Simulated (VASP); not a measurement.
Set up this calculation in VASP 6.6.1, as the native input.

| Property | Result |
| --- | --- |
| Task | single point |
| Functional | LDA |
| Potentials or basis | VASP PAW LDA potentials, release 64 (Ti_sv, O) |
| Cutoff | 520 eV |
| k mesh | 7 × 7 × 10 |
| Occupations | fermi-dirac, width 0.05 eV |
| Spin | no spin polarisation |
| Dipole correction | no |
| Further INCAR settings | ALGO = Normal; EDIFF = 1e-07; NBANDS = 33 |

The structure of TiO2 lies in POSCAR:

```
TiO2
1.0
    4.5480600000      0.0000000000      0.0000000000
    0.0000000000      4.5480600000      0.0000000000
    0.0000000000      0.0000000000      2.9590000000
Ti O
2 4
Direct
    0.0000000000      0.0000000000      0.0000000000
    0.5000000000      0.5000000000      0.5000000000
    0.3060000000      0.3060000000      0.0000000000
    0.1940000000      0.8060000000      0.5000000000
    0.6940000000      0.6940000000      0.0000000000
    0.8060000000      0.1940000000      0.5000000000
```

This cell differs from its parent crystal: equal xx and yy strain of -1 %.

One way to write it, as run:

INCAR

```
SYSTEM = TiO2
ALGO = Normal
EDIFF = 1E-7
ENCUT = 520
ISIF = 2
ISMEAR = -1
LASPH = .TRUE.
LCHARG = .FALSE.
LREAL = .FALSE.
LWAVE = .FALSE.
NBANDS = 33
NELM = 100
PREC = Accurate
SIGMA = 0.05
```

KPOINTS

```
k-points
0
G
  7 7 10
  0 0 0
```

Potentials or basis: VASP PAW LDA potentials, release 64 (Ti_sv, O).

The run is started by

```sh
$ cat potpaw_LDA.64/Ti_sv/POTCAR potpaw_LDA.64/O/POTCAR > POTCAR
$ mpirun -np 1 vasp_std > vasp.out
```

Results of the run:

```json
{
 "Pressure": "-2.3 GPa",
 "Largest force": "0.232 eV/Å",
 "Band gap on the k mesh": "1.85 eV"
}
```

Caveat: the cell differs from its parent crystal (equal xx and yy strain of -1 %); an odd mesh through Γ misses points on the zone boundary, where band edges can lie.

Run time: 78 s on 1 thread of AMD EPYC 9R45 96-Core Processor (Zen 5) (shared host), peak memory 0.18 GiB.
